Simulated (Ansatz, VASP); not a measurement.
## Two plane-wave programs on SnO

INCAR

```
PREC = Accurate
ENCUT = 520
EDIFF = 1E-6
ISMEAR = 0
SIGMA = 0.05
LREAL = F
LASPH = T
NELM = 100
ALGO = Normal
ISIF = 2
LWAVE = F
LCHARG = F
LDIPOL = T
IDIPOL = 3
DIPOL = 0.5 0.5 0.399
GGA = PE
IVDW = 12
NBANDS = 50
```

KPOINTS

```
Automatic mesh
0
Gamma
  7 7 1
```

The input POSCAR:

```
SnO
1.0
    3.8201528477      0.0002954339      0.0000000000
   -0.0003145169      3.8201528461      0.0000000000
    0.0000000000      0.0000000000     22.2260749922
Sn O
4 4
Direct
    0.9999452930      0.9999452930      0.2024648977
    0.4999452930      0.4999452930      0.3087831522
    0.6249452930      0.7499452930      0.4887519501
    0.1249452930      0.2499452930      0.5950702046
    0.9999461076      0.4999461076      0.2556240249
    0.4999461076      0.9999461076      0.2556240249
    0.6249461076      0.2499461076      0.5419110773
    0.1249461076      0.7499461076      0.5419110773
```

Input for Ansatz:

```yaml
crystal:
  lattice:
    - [3.8201528477, 0.0002954339, 0.0]
    - [-0.0003145169, 3.8201528461, 0.0]
    - [0.0, 0.0, 22.2260749922]
  atoms:
    - { symbol: Sn, position: [0.999945293, 0.999945293, 0.2024648977] }
    - { symbol: O, position: [0.9999461076, 0.4999461076, 0.2556240249] }
    - { symbol: O, position: [0.4999461076, 0.9999461076, 0.2556240249] }
    - { symbol: Sn, position: [0.499945293, 0.499945293, 0.3087831522] }
    - { symbol: Sn, position: [0.624945293, 0.749945293, 0.4887519501] }
    - { symbol: O, position: [0.6249461076, 0.2499461076, 0.5419110773] }
    - { symbol: O, position: [0.1249461076, 0.7499461076, 0.5419110773] }
    - { symbol: Sn, position: [0.124945293, 0.249945293, 0.5950702046] }
basis:
  ecutwfc: 420
kpoints:
  mp_grid: { grid: [7, 7, 1] }
hamiltonian:
  xc: pbe
  pseudopotentials: { kind: paw, azcp: { folder: soft_1 } }
  dispersion: d3bj
scf:
  occupations: { method: gaussian, width: 0.05 }
output:
  forces: true
  eigenvalues: true
  write_density: true
  write_potential: true
  elf: true
  volumetric_format: npy
efield:
  axis: 3
  dipole_correction: true
  ramp_width: 0.04
```

Alike in both runs: task single point; functional PBE; dispersion D3(BJ); k mesh 7 × 7 × 1; occupations gaussian, width 0.05 eV; no spin polarisation.

```csv
,VASP,Ansatz
version,VASP 6.6.1,Ansatz 0.2.0
potentials or method,"VASP PAW PBE potentials, release 64 (Sn_d, O), cutoff 520 eV","scalar-relativistic, plane waves, PAW"
valence electrons in the cell,80,80
```

|  | VASP | Ansatz | Ansatz less VASP |
| --- | --- | --- | --- |
| gap on the k mesh at the Fermi level (eV) | 2.33 | 2.34 | +0.008 |
| least direct gap on the mesh (eV) | 2.51 | 2.56 | +0.043 |
| rms of the force components (eV/Å) | 0.034 | 0.025 | -0.0093 |

Ansatz's warnings: xc potential rough in thin density.
